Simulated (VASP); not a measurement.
Here is a VASP 6.6.1 calculation.

INCAR

```
PREC = Accurate
ENCUT = 520
EDIFF = 1E-6
ISMEAR = 0
SIGMA = 0.2
LREAL = False
LASPH = True
NELM = 100
ALGO = Fast
ISIF = 2
LWAVE = False
LCHARG = False
GGA = PE
NBANDS = 61
```

KPOINTS

```
regular mesh
0
Gamma
  8 6 2
```

The input POSCAR:

```
Si2Ge3
1.0
    2.6751613343      0.0000000000      0.0000000000
    0.0000000000      4.2162714193      0.0000000000
    0.0000000000      0.0000000000     17.5310653890
Si Ge
4 6
Direct
    1.0000000000      0.5000000000      0.1817199613
    0.0000000000      0.5000000000      0.6817199613
    0.0000000000      0.5000000000      0.3182800387
    0.0000000000      0.5000000000      0.8182800387
    0.5000000000      0.5000000000      0.5000000000
    0.5000000000      0.5000000000      1.0000000000
    0.0000000000      0.0000000000      0.3975390160
    0.0000000000      1.0000000000      0.8975390160
    1.0000000000      1.0000000000      0.1024609840
    1.0000000000      1.0000000000      0.6024609840
```

Potentials or basis: VASP PAW PBE potentials, release 64 (Si, Ge_d).

Launch:

```sh
$ cat potpaw_PBE.64/Si/POTCAR potpaw_PBE.64/Ge_d/POTCAR > POTCAR
$ mpirun -np 1 vasp_std > vasp.out
```

Task: What does it give for the band gap on the k mesh?

Result: Zero (bands 50 and 51 overlap by 3.38 eV).

Task: What does it give for the pressure?

Result: 0.3 GPa.

Forces in eV/Å, atoms in the order of the input:
```
Si   0.000  0.000  0.101
Si   0.000  0.000  0.101
Si   0.000  0.000 -0.101
Si   0.000  0.000 -0.101
Ge   0.000  0.000  0.000
Ge   0.000  0.000  0.000
Ge   0.000  0.000  0.129
Ge   0.000  0.000  0.129
Ge   0.000  0.000 -0.129
Ge   0.000  0.000 -0.129
```
